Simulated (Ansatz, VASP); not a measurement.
## KCoF3: VASP beside Ansatz

```
CELL_PARAMETERS angstrom
4.07100 0.00000 0.00000
0.00000 4.07100 0.00000
0.00000 0.00000 4.07100
ATOMIC_POSITIONS crystal
K 0.00000 0.00000 0.00000
F 0.00000 0.50000 0.50000
F 0.50000 0.00000 0.50000
F 0.50000 0.50000 0.00000
Co 0.50000 0.50000 0.50000
```

Alike in both runs: task single point; functional LDA; k mesh 5 × 5 × 5; occupations fermi-dirac, width 0.003 eV; collinear spin; Hubbard terms Co d U = 3.32 eV.

|  | VASP | Ansatz |
| --- | --- | --- |
| version | VASP 6.6.1 | Ansatz 0.2.0 |
| potentials or method | VASP PAW LDA potentials, release 64 (K_sv, F, Co), cutoff 520 eV | PAW, plane waves, scalar-relativistic |
| valence electrons in the cell | 39 | 47 |

Ansatz gave:

```
pressure (GPa)                                                : -6.6
net moment per atom (μB)                                      : 0.60
size of the moment on the site where the two differ most (μB) : 2.57
```

Q: Estimate VASP's values.

A: Pressure (GPa): -7.7; net moment per atom (μB): 0.60; size of the moment on the site where the two differ most (μB): 2.76.

LDA's correlation is that of Perdew and Zunger in VASP and of Perdew and Wang (1992) in Ansatz. Site moments also hang on the region over which each program counts them. The programs project onto different local orbitals, so the same U acts differently, and such runs can settle in different states. VASP's potentials hold 39 valence electrons a cell and Ansatz's 47, so a difference there can come from the potentials and not from the codes. Ansatz's warnings: filled band counts differ across k points.
